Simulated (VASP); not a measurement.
## Mo: single point with r2SCAN

The system is Mo.

```
Mo
1.0
    -2.74882    0.00000    0.00000
    -1.37441   -2.38055    0.00000
     0.00000    0.00000   12.13560
Mo
4
Direct
  0.00000 0.00000 0.73080
  0.00000 0.00000 0.10440
  0.00000 0.00000 0.31320
  0.00000 0.00000 0.52200
```

This isn't the form of Mo at room conditions, which is bcc.

This cell differs from its parent crystal: the distance across one plane changed.

* Program: VASP 6.6.1
* Task: single point
* Functional: r2SCAN
* Potentials or basis: VASP PAW PBE potentials, release 64 (Mo_sv)
* Cutoff: 520 eV
* k mesh: 24 × 24 × 6
* Occupations: gaussian, width 0.15 eV
* Spin: no spin polarisation
* Dipole correction: no
* Further INCAR settings: ALGO = Normal; EDIFF = 1e-06; NBANDS = 36

```json
{
  "Pressure": "-3.7 GPa",
  "Largest force": "0.712 eV/Å",
  "Band gap on the k mesh": "zero (bands 28 and 29 overlap by 1.58 eV)"
}
```

Forces in eV/Å, atoms in the order of the input:
```
Mo   0.000  0.000  0.007
Mo   0.000  0.000 -0.007
Mo   0.000  0.000 -0.712
Mo   0.000  0.000  0.712
```

Stress tensor (GPa, compression positive):
```
-3.62  0.00  0.00
 0.00 -3.62  0.00
 0.00  0.00 -3.93
```

Levels at points of the mesh, in eV from the Fermi level:
| k point | band 24 | band 25 | band 26 | band 27 | band 28 | band 29 | band 30 | band 31 | band 32 | band 33 |
| --- | --- | --- | --- | --- | --- | --- | --- | --- | --- | --- |
| (0.00, 0.00, 0.00) | -0.85 | -0.85 | -0.53 | -0.53 | -0.21 | -0.21 | -0.11 | -0.07 | -0.07 | 1.19 |
| (0.50, 0.00, 0.00) | -2.24 | -0.61 | -0.07 | 0.12 | 0.96 | 1.76 | 1.81 | 2.23 | 3.38 | 4.28 |
| (0.00, 0.00, 0.50) | -0.85 | -0.79 | -0.53 | -0.53 | -0.48 | -0.21 | -0.21 | -0.07 | -0.07 | 1.19 |
| (0.50, 0.00, 0.50) | -2.12 | -0.75 | -0.12 | -0.07 | 0.95 | 2.07 | 2.19 | 2.26 | 3.36 | 3.96 |

Run time: 20 min on 1 thread of Intel(R) Xeon(R) 6975P-C (Granite Rapids), with other jobs on the host, peak memory 0.55 GiB.

Caveat: the cell differs from its parent crystal (the distance across one plane changed); the cell stands under tension; the PAW data sets were made with another functional, which shifts forces and pressure a little.
